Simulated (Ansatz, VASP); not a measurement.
## InAs: VASP beside Ansatz

Contents of INCAR:

```
SYSTEM = InAs
  PREC = Accurate
  ENCUT = 520
  EDIFF = 1E-6
  ISMEAR = -1
  SIGMA = 0.05
  LREAL = .FALSE.
  LASPH = .TRUE.
  NELM = 100
  ALGO = Normal
  ISIF = 2
  LWAVE = .FALSE.
  LCHARG = .FALSE.
  GGA = PS
  NBANDS = 16
```

KPOINTS

```
Automatic mesh
0
G
  8 8 8
  0 0 0
```

The input POSCAR:

```
InAs
1.0
    0.0000000000      2.8384167465      2.8384167465
    2.8384167465      0.0000000000      2.8384167465
    2.8384167465      2.8384167465      0.0000000000
In As
1 1
Direct
    0.5000000000      0.5000000000      0.5000000000
    0.0000000000      0.0000000000      0.0000000000
```

input.yaml

```yaml
crystal:
  lattice:
    - [0.0, 2.8384167465, 2.8384167465]
    - [2.8384167465, 0.0, 2.8384167465]
    - [2.8384167465, 2.8384167465, 0.0]
  atoms:
    - { symbol: In, position: [0.5, 0.5, 0.5] }
    - { symbol: As, position: [0.0, 0.0, 0.0] }
kpoints:
  mp_grid: { grid: [8, 8, 8] }
scf:
  occupations: { method: fermi_dirac, width: 0.05 }
hamiltonian:
  xc: pbesol
  pseudopotentials: { kind: all_electron, lapw: { basis_error: 0.001 } }
output:
  forces: true
  stress: true
  eigenvalues: true
```

Change from the starting cell: volume scaled by 0.96.

Alike in both runs: task single point; functional PBEsol; k mesh 8 × 8 × 8; occupations fermi-dirac, width 0.05 eV; no spin polarisation.

|  | VASP | Ansatz |
| --- | --- | --- |
| version | VASP 6.6.1 | Ansatz 0.2.0 |
| potentials or method | VASP PAW PBE potentials, release 64 (In_d, As), cutoff 520 eV | all-electron LAPW, scalar-relativistic |

|  | VASP | Ansatz | Ansatz less VASP |
| --- | --- | --- | --- |
| gap on the k mesh at the Fermi level (eV) | none | none | - |
| pressure (GPa) | -0.7 | -0.8 | -0.11 |

VASP's potentials were made for PBE, not for PBEsol. A gap of «none» marks a metal or a gap that the smearing closes. Ansatz ran all-electron here, and VASP with PAW potentials.
